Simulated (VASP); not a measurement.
Here is a VASP 6.6.1 calculation.

Contents of INCAR:

```
SYSTEM = KCl
PREC = Accurate
ENCUT = 520
EDIFF = 1E-7
ISMEAR = 0
SIGMA = 0.05
LREAL = .False.
LASPH = .True.
NELM = 80
ALGO = Normal
ISIF = 2
LWAVE = .False.
LCHARG = .False.
GGA = CA
NBANDS = 15
```

The input KPOINTS:

```
regular mesh
0
Gamma
  6 6 6
  0 0 0
```

The input POSCAR:

```
KCl
1.0
    3.8391960000      0.0000000000      0.0000000000
    0.0000000000      3.8391960000      0.0000000000
    0.0000000000      0.0000000000      3.9351759000
K Cl
1 1
Direct
    0.0000000000      0.0000000000      0.0000000000
    0.5000000000      0.5000000000      0.5000000000
```

Potentials or basis: VASP PAW LDA potentials, release 64 (K_sv, Cl).

Command:

```sh
$ cat potpaw_LDA.64/K_sv/POTCAR potpaw_LDA.64/Cl/POTCAR > POTCAR
$ mpirun -np 1 vasp_std > vasp.out
```

**Question.** Predict the pressure.

**Answer.** -3.4 GPa.

**Question.** What does it give for the band gap on the k mesh?

**Answer.** 4.23 eV (least direct gap 4.43 eV).

Stress tensor (GPa, compression positive):
```
-3.07  0.00  0.00
 0.00 -3.07  0.00
 0.00  0.00 -4.07
```

Caveat: the cell differs from its parent crystal (strain +0.000 along x and y, +0.025 along z); the cell stands under tension. A k mesh can miss the band edges.
